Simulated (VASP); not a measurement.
Input of a VASP 6.6.1 run:

The input INCAR:

```
PREC     = Accurate       # precision mode
ENCUT    = 600            # plane-wave cutoff, eV
EDIFF    = 1E-7           # SCF threshold, eV
ISMEAR   = 1              # smearing method
SIGMA    = 0.1            # smearing width, eV
LREAL    = False          # projectors in reciprocal space
LASPH    = True           # aspherical terms in the spheres
NELM     = 100            # most SCF steps
ALGO     = Normal         # electronic algorithm
ISIF     = 3              # what is computed and relaxed
LWAVE    = False          # write WAVECAR
LCHARG   = False          # write CHGCAR
GGA      = PE             # functional
IBRION   = 2              # ionic algorithm
NSW      = 80             # ionic steps
EDIFFG   = -0.005         # ionic threshold
```

Contents of KPOINTS:

```
regular mesh
0
Gamma
  4 4 4
```

File POSCAR:

```
Rb2NbTlF6
1.0
    0.0000000000      4.7645920000      4.7645920000
    4.7645920000      0.0000000000      4.7645920000
    4.7645920000      4.7645920000      0.0000000000
Rb Nb Tl F
2 1 1 6
Direct
    0.7500000000      0.7500000000      0.7500000000
    0.2500000000      0.2500000000      0.2500000000
    0.0000000000      0.0000000000      0.0000000000
    0.5000000000      0.5000000000      0.5000000000
    0.7789580000      0.2210420000      0.2210420000
    0.2210420000      0.2210420000      0.7789580000
    0.2210420000      0.7789580000      0.7789580000
    0.2210420000      0.7789580000      0.2210420000
    0.7789580000      0.2210420000      0.7789580000
    0.7789580000      0.7789580000      0.2210420000
```

Potentials or basis: VASP PAW PBE potentials, release 64 (Rb_sv, Nb_sv, Tl_d, F).

Command:

```bash
$ cat potpaw_PBE.64/Rb_sv/POTCAR potpaw_PBE.64/Nb_sv/POTCAR potpaw_PBE.64/Tl_d/POTCAR potpaw_PBE.64/F/POTCAR > POTCAR
$ mpirun -np 1 vasp_std > vasp.out
```

(1) Estimate the band gap on the k mesh.

(2) What does it give for the relaxed volume?

(3) What does it give for the space group after relaxing (to 0.1 Å)?

(4) What does it give for the relaxed cell?

Results:

(1) zero (bands 43 and 44 overlap by 0.03 eV).

(2) 21.70 Å³/atom.

(3) Fm-3m (No. 225).

(4) a = 6.745 Å, b = 6.745 Å, c = 6.745 Å, α = 60.00°, β = 60.00°, γ = 60.00°.

Caveat: spin-orbit coupling is left out, which moves the levels of the heavy elements.
